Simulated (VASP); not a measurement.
# CdF2 (Fm-3m) in VASP: settings compared, part 2 of 2

VASP 6.6.1. Earlier steps stand in the parts before.

## (4) Single point, RPBE

This run uses another cell than the first one, of 14.43 Å³/atom.

The input, INCAR:

```
ALGO = Normal
EDIFF = 1E-7
ENCUT = 520
GGA = RP
ISIF = 2
ISMEAR = -1
LASPH = True
LCHARG = True
LELF = True
LREAL = False
LVHAR = True
LWAVE = False
NBANDS = 20
NELM = 60
PREC = Accurate
SIGMA = 0.05
```

The input, KPOINTS:

```
k-points
0
Gamma
  9 9 9
```

The input, POSCAR:

```
CdF2
1.0
    0.0000000000      2.7868477104      2.7868477104
    2.7868477104      0.0000000000      2.7868477104
    2.7868477104      2.7868477104      0.0000000000
Cd F
1 2
Direct
    0.0000000000      0.0000000000      0.0000000000
    0.7500000000      0.7500000000      0.7500000000
    0.2500000000      0.2500000000      0.2500000000
```

Potentials or basis: VASP PAW PBE potentials, release 64 (Cd, F).

Command:

```bash
$ cat potpaw_PBE.64/Cd/POTCAR potpaw_PBE.64/F/POTCAR > POTCAR
$ mpirun -np 1 vasp_std > vasp.out
```

OUTCAR:

```text
EDIFF = 1E-7
   ENCUT = 520
   GGA = RP
   ISIF = 2
   ISMEAR = -1
   LASPH = True
   LREAL = False
   NELM = 60
   PREC = Accurate

 ion  position               nearest neighbor table
   1  0.000  0.000  0.000-   2 2.41   2 2.41   2 2.41   2 2.41   3 2.41   3 2.41   3 2.41   3 2.41

   2  0.750  0.750  0.750-   1 2.41   1 2.41   1 2.41   1 2.41
   3  0.250  0.250  0.250-   1 2.41   1 2.41   1 2.41   1 2.41

  LATTYP: Found a face centered cubic cell.
 ALAT       =     5.5736954208

  Lattice vectors:

 A1 = (   0.0000000000,   2.7868477104,   2.7868477104)
 A2 = (   2.7868477104,   0.0000000000,   2.7868477104)
 A3 = (   2.7868477104,   2.7868477104,   0.0000000000)

Analysis of symmetry for initial positions (statically):
=====================================================================
 Subroutine PRICEL returns:
 Original cell was already a primitive cell.

 Routine SETGRP: Setting up the symmetry group for a
 face centered cubic supercell.

 Subroutine GETGRP returns: Found 48 space group operations
 (whereof 48 operations were pure point group operations)
 out of a pool of 48 trial point group operations.

The static configuration has the point symmetry O_h .

Analysis of symmetry for dynamics (positions and initial velocities):
=====================================================================
 Subroutine PRICEL returns:
 Original cell was already a primitive cell.

 Routine SETGRP: Setting up the symmetry group for a
 face centered cubic supercell.

 Subroutine GETGRP returns: Found 48 space group operations
 (whereof 48 operations were pure point group operations)
 out of a pool of 48 trial point group operations.

[... 114 lines left out ...]
   NUPDOWN=      -1.0000    fix difference up-down
   EMIN   =  10.00;   EMAX   =-10.00  energy-range for DOS
   EFERMI =   0.00;   METHOD = LEGACY
   ISMEAR =    -1;   SIGMA  =   0.05  broadening in eV -4-tet -1-fermi 0-gaus
   EFERMI_NEDOS =   21; number of points for ismear=-14 and -15
   IALGO  =     38    algorithm
   IMIX   =      4    mixing-type and parameters
     AMIX     =   0.40;   BMIX     =  1.00
     AMIX_MAG =   1.60;   BMIX_MAG =  1.00
  volume/ion in A,a.u.               =      14.43        97.37
  Fermi-wavevector in a.u.,A,eV,Ry     =   1.381262  2.610207 25.958345  1.907885
  Thomas-Fermi vector in A             =   2.506063
   LORBIT       =      0    0 simple, 1 ext, 2 COOP (PROOUT), +10 PAW based schemes
   GGA     = RP    functional components
   LHFCALC =     F    Hartree Fock is set to
   AEXX    =    0.0000 exact exchange contribution
   IVDW    =     0    specifies the selected vdW correction
   LEPSILON=     F    determine dielectric tensor
   LRPA    =     F    only Hartree local field effects (RPA)
 non-spin polarized calculation
  energy-cutoff  :      520.00
  volume of cell :       43.29
 maximum number of plane-waves:      1211
 NGX is ok and might be reduce to    30
   NGX = 15   NGY = 15   NGZ = 15

 number of electron      26.0000012 magnetization

 Free energy of the ion-electron system (eV)
  ---------------------------------------------------
  ext. energy  EPLUGINS =         0.00000000
  ---------------------------------------------------
  free energy    TOTEN  =       -10.03895354 eV

  energy without entropy =      -10.03895354  energy(sigma->0) =      -10.03895354

 E-fermi :  -0.7506     XC(G=0):  -9.4819

 val. band max:       -1.8382774161   @ k =  -0.3333   0.4444   0.2222
 cond. band min:       1.0944636102   @ k =   0.0000   0.0000   0.0000
 fundamental gap:      2.9327410263
 Fermi energy:        -0.7506032896

 k-point     1 :       0.0000    0.0000    0.0000
  band No.  band energies     occupation
      1     -22.2091      2.00000
      2     -21.3803      2.00000
      3      -7.2316      2.00000
      4      -7.2316      2.00000
      5      -7.2316      2.00000
      6      -6.4490      2.00000
[... 541 lines left out ...]
     19      16.8989      0.00000
     20      19.2023      0.00000

 [... further k-points ...]

------------------------ aborting loop because EDIFF is reached ----------------------------------------

  FORCE on cell =-STRESS in cart. coord.  units (eV):
  Direction    XX          YY          ZZ          XY          YZ          ZX
  --------------------------------------------------------------------------------------
  -------------------------------------------------------------------------------------
  Total        0.1063890      0.1063890      0.1063890      0.0000000      0.0000000      0.0000000
  in kB        3.9376555      3.9376555      3.9376555      0.0000000      0.0000000      0.0000000
  external PRESSURE =       3.9376555 kB  Pullay stress =       0.0000000 kB

 VOLUME and BASIS-vectors are now :
 -----------------------------------------------------------------------------
  energy-cutoff  :      520.00
  volume of cell :       43.29
      direct lattice vectors                 reciprocal lattice vectors
     0.000000000  2.786847710  2.786847710    -0.179414181  0.179414181  0.179414181
     2.786847710  0.000000000  2.786847710     0.179414181 -0.179414181  0.179414181
     2.786847710  2.786847710  0.000000000     0.179414181  0.179414181 -0.179414181

 POSITION                                       TOTAL-FORCE (eV/Angst)
 -----------------------------------------------------------------------------------
      0.00000      0.00000      0.00000         0.000000     -0.000000      0.000000
      4.18027      4.18027      4.18027        -0.000000     -0.000000     -0.000000
      1.39342      1.39342      1.39342         0.000000      0.000000      0.000000
 -----------------------------------------------------------------------------------
    total drift:                                0.000000     -0.000000      0.000000

  FREE ENERGIE OF THE ION-ELECTRON SYSTEM (eV)
  ---------------------------------------------------
  free  energy   TOTEN  =       -10.0389535427 eV

  energy  without entropy=      -10.0389535426  energy(sigma->0) =      -10.03895354
```

It took 72 s on 1 thread of Intel Xeon 8259CL, shared host; peak memory 0.18 GiB.

Results:

- Free energy: -10.0390 eV
- Pressure: 0.4 GPa
- Band gap on the k mesh: 2.93 eV (least direct gap 3.52 eV)

Caveat: the PAW data sets were made with another functional, which shifts forces and pressure a little; an odd mesh through Γ misses points on the zone boundary, where band edges can lie.

## (5) Relaxation of cell and atoms, LDA

This run uses another cell than the first one, of 13.03 Å³/atom.

The input, INCAR:

```
PREC     = Accurate       # precision mode
ENCUT    = 600            # plane-wave cutoff, eV
EDIFF    = 1E-6           # SCF threshold, eV
ISMEAR   = -1             # smearing method
SIGMA    = 0.05           # smearing width, eV
LREAL    = False          # projectors in reciprocal space
LASPH    = True           # aspherical terms in the spheres
NELM     = 60             # most SCF steps
ALGO     = Normal         # electronic algorithm
ISIF     = 3              # what is computed and relaxed
LWAVE    = False          # write WAVECAR
LCHARG   = False          # write CHGCAR
IBRION   = 2              # ionic algorithm
NSW      = 60             # ionic steps
EDIFFG   = -0.01          # ionic threshold
```

The input, KPOINTS:

```
regular mesh
0
Gamma
  9 9 9
```

The input, POSCAR:

```
CdF2
1.0
    0.0000000000      2.6940000000      2.6940000000
    2.6940000000      0.0000000000      2.6940000000
    2.6940000000      2.6940000000      0.0000000000
Cd F
1 2
Direct
    0.0000000000      0.0000000000      0.0000000000
    0.7500000000      0.7500000000      0.7500000000
    0.2500000000      0.2500000000      0.2500000000
```

Potentials or basis: VASP PAW LDA potentials, release 64 (Cd, F).

Command:

```bash
$ cat potpaw_LDA.64/Cd/POTCAR potpaw_LDA.64/F/POTCAR > POTCAR
$ mpirun -np 1 vasp_std > vasp.out
```

OUTCAR:

```text
PREC = Accurate
   ENCUT = 600
   EDIFF = 1E-6
   ISMEAR = -1
   LREAL = False
   LASPH = True
   NELM = 60
   ISIF = 3
   IBRION = 2
   NSW = 60
   EDIFFG = -0.01

 ion  position               nearest neighbor table
   1  0.000  0.000  0.000-   2 2.33   2 2.33   2 2.33   2 2.33   3 2.33   3 2.33   3 2.33   3 2.33

   2  0.750  0.750  0.750-   1 2.33   1 2.33   1 2.33   1 2.33
   3  0.250  0.250  0.250-   1 2.33   1 2.33   1 2.33   1 2.33

  LATTYP: Found a face centered cubic cell.
 ALAT       =     5.3880000000

  Lattice vectors:

 A1 = (   0.0000000000,   2.6940000000,   2.6940000000)
 A2 = (   2.6940000000,   0.0000000000,   2.6940000000)
 A3 = (   2.6940000000,   2.6940000000,   0.0000000000)

Analysis of symmetry for initial positions (statically):
=====================================================================
 Subroutine PRICEL returns:
 Original cell was already a primitive cell.

 Routine SETGRP: Setting up the symmetry group for a
 face centered cubic supercell.

 Subroutine GETGRP returns: Found 48 space group operations
 (whereof 48 operations were pure point group operations)
 out of a pool of 48 trial point group operations.

The static configuration has the point symmetry O_h .

Analysis of symmetry for dynamics (positions and initial velocities):
=====================================================================
 Subroutine PRICEL returns:
 Original cell was already a primitive cell.

 Routine SETGRP: Setting up the symmetry group for a
 face centered cubic supercell.

 Subroutine GETGRP returns: Found 48 space group operations
 (whereof 48 operations were pure point group operations)
 out of a pool of 48 trial point group operations.

The dynamic configuration has the point symmetry O_h .

 Subroutine INISYM returns: Found 48 space group operations
 (whereof 48 operations are pure point group operations),
 and found     1 'primitive' translations
[... 123 lines left out ...]
   LHFCALC =     F    Hartree Fock is set to
   AEXX    =    0.0000 exact exchange contribution
   IVDW    =     0    specifies the selected vdW correction
   LEPSILON=     F    determine dielectric tensor
   LRPA    =     F    only Hartree local field effects (RPA)
 conjugate gradient relaxation of ions
 non-spin polarized calculation
  energy-cutoff  :      600.00
  volume of cell :       39.10
 maximum number of plane-waves:      1324
   NGX = 15   NGY = 15   NGZ = 15

--------------------------------------- Ionic step        1  -------------------------------------------

 number of electron      25.9999977 magnetization

 Free energy of the ion-electron system (eV)
  ---------------------------------------------------
  ext. energy  EPLUGINS =         0.00000000
  ---------------------------------------------------
  free energy    TOTEN  =       -12.71927340 eV

  energy without entropy =      -12.71927340  energy(sigma->0) =      -12.71927340

------------------------ aborting loop because EDIFF is reached ----------------------------------------

  FORCE on cell =-STRESS in cart. coord.  units (eV):
  Direction    XX          YY          ZZ          XY          YZ          ZX
  --------------------------------------------------------------------------------------
  -------------------------------------------------------------------------------------
  Total       -1.2010400     -1.2010400     -1.2010400      0.0000000     -0.0000000     -0.0000000
  in kB      -49.2090834    -49.2090834    -49.2090834      0.0000000     -0.0000000     -0.0000000
  external PRESSURE =     -49.2090834 kB  Pullay stress =       0.0000000 kB
[... 61 lines left out ...]
--------------------------------------- Ionic step        3  -------------------------------------------

 number of electron      26.0000006 magnetization

 Free energy of the ion-electron system (eV)
  ---------------------------------------------------
  ext. energy  EPLUGINS =         0.00000000
  ---------------------------------------------------
  free energy    TOTEN  =       -12.74574343 eV

  energy without entropy =      -12.74574343  energy(sigma->0) =      -12.74574343

 E-fermi :  -0.2195     XC(G=0): -11.3615

 val. band max:       -1.3468494723   @ k =  -0.3333   0.4444   0.2222
 cond. band min:       1.6324362627   @ k =   0.0000   0.0000   0.0000
 fundamental gap:      2.9792857350
 Fermi energy:        -0.2195387582

 k-point     1 :       0.0000    0.0000    0.0000
  band No.  band energies     occupation
      1     -22.0244      2.00000
      2     -20.7084      2.00000
      3      -7.1237      2.00000
      4      -7.1237      2.00000
      5      -7.1237      2.00000
      6      -5.6407      2.00000
[... 457 lines left out ...]
      4      -6.0546      2.00000
      5      -6.0546      2.00000
      6      -5.5054      2.00000
[... 9 lines left out ...]
     16      10.6027      0.00000
     17      12.9533      0.00000

 [... further k-points ...]

------------------------ aborting loop because EDIFF is reached ----------------------------------------

  FORCE on cell =-STRESS in cart. coord.  units (eV):
  Direction    XX          YY          ZZ          XY          YZ          ZX
  --------------------------------------------------------------------------------------
  -------------------------------------------------------------------------------------
  Total        0.0025195      0.0025195      0.0025195      0.0000000     -0.0000000      0.0000000
  in kB        0.1077779      0.1077779      0.1077779      0.0000000     -0.0000000      0.0000000
  external PRESSURE =       0.1077779 kB  Pullay stress =       0.0000000 kB
[... 18 lines left out ...]
  FREE ENERGIE OF THE ION-ELECTRON SYSTEM (eV)
  ---------------------------------------------------
  free  energy   TOTEN  =       -12.7457434319 eV

  energy  without entropy=      -12.7457434318  energy(sigma->0) =      -12.74574343

 reached required accuracy - stopping structural energy minimisation
```

OSZICAR:

```text
N       E                     dE             d eps       ncg     rms          rms(c)
DAV:   1     0.229061207746E+03    0.22906E+03   -0.16999E+04  1190   0.174E+03
[... 25 lines left out ...]
DAV:   1    -0.128119654192E+02   -0.69841E-01   -0.14130E+00  1210   0.151E+01    0.198E+00
DAV:   2    -0.127508596467E+02    0.61106E-01   -0.22933E-01  1205   0.478E+00    0.464E-01
DAV:   3    -0.127465269980E+02    0.43326E-02   -0.10621E-02  1190   0.219E+00    0.499E-01
DAV:   4    -0.127459305025E+02    0.59650E-03   -0.16236E-03  1258   0.521E-01    0.334E-01
DAV:   5    -0.127457628131E+02    0.16769E-03   -0.36132E-04  1214   0.251E-01    0.316E-02
DAV:   6    -0.127457423473E+02    0.20466E-04   -0.77218E-05  1481   0.198E-01    0.754E-03
DAV:   7    -0.127457434245E+02   -0.10771E-05   -0.94339E-06  1219   0.335E-02    0.413E-03
DAV:   8    -0.127457434319E+02   -0.74206E-08   -0.70956E-07   602   0.139E-02
   3 F= -.12745743E+02 E0= -.12745743E+02  d E =-.264700E-01
```

It took 1.7 min on 1 thread of Intel Xeon 8259CL, shared host; peak memory 0.17 GiB.

What came out:

| Property | Result |
| --- | --- |
| Free energy | -12.7457 eV |
| Relaxed volume | 12.48 Å³/atom |
| Relaxed cell | a = 3.756 Å, b = 3.756 Å, c = 3.756 Å, α = 60.00°, β = 60.00°, γ = 60.00° |
| Space group after relaxing (to 0.1 Å) | Fm-3m (No. 225) |
| Energy gained by relaxing | 8.8 meV/atom |
| Ionic steps | 3 |
| Pressure after relaxing | 0.0 GPa |
| Band gap on the k mesh | 2.98 eV (least direct gap 3.37 eV) |

Step by step:
```csv
step,energy change (eV),largest force (eV/Å),pressure (GPa),volume (Å³)
1,0.0000,0.0000,-4.92,39.10
2,-0.0229,0.0000,2.04,36.88
3,-0.0265,0.0000,0.01,37.45
```

Final structure:
```yaml
crystal:
  lattice:
    - [0.00000, 2.65556, 2.65556]
    - [2.65556, 0.00000, 2.65556]
    - [2.65556, 2.65556, 0.00000]
  atoms:
    - { symbol: Cd, position: [0.00000, 0.00000, 0.00000] }
    - { symbol: F, position: [0.75000, 0.75000, 0.75000] }
    - { symbol: F, position: [0.25000, 0.25000, 0.25000] }
```

Caveat: an odd mesh through Γ misses points on the zone boundary, where band edges can lie.

## (6) The runs side by side

```csv
task,level,potentials or basis,cell,cutoff (eV),gap on the mesh (eV),pressure (GPa)
single point,PBEsol,"VASP PAW PBE potentials, release 64 (Cd, F)","a = 3.807 Å, angles 60.0°, 3 atoms",520,2.94,0.8
single point,RPBE,"VASP PAW PBE potentials, release 64 (Cd, F)","a = 3.810 Å, angles 60.0°, 3 atoms",520,3.30,11.0
single point,RPBE,"VASP PAW PBE potentials, release 64 (Cd, F)","a = 3.941 Å, angles 60.0°, 3 atoms",520,2.93,0.4
relaxation of cell and atoms,LDA,"VASP PAW LDA potentials, release 64 (Cd, F)","relaxed from a = 3.810 Å, angles 60.0°, 3 atoms",600,2.98,0.0
```

Alike in all rows: no spin polarisation; k mesh 9 × 9 × 9; smearing fermi-dirac 0.05 eV.

Caveats: an odd mesh through Γ misses points on the zone boundary, where band edges can lie; the PAW data sets were made with another functional, which shifts forces and pressure a little (at least some runs); the cell stands under pressure (at least some runs).

Absolute energies hang on the potentials; compare differences alone.
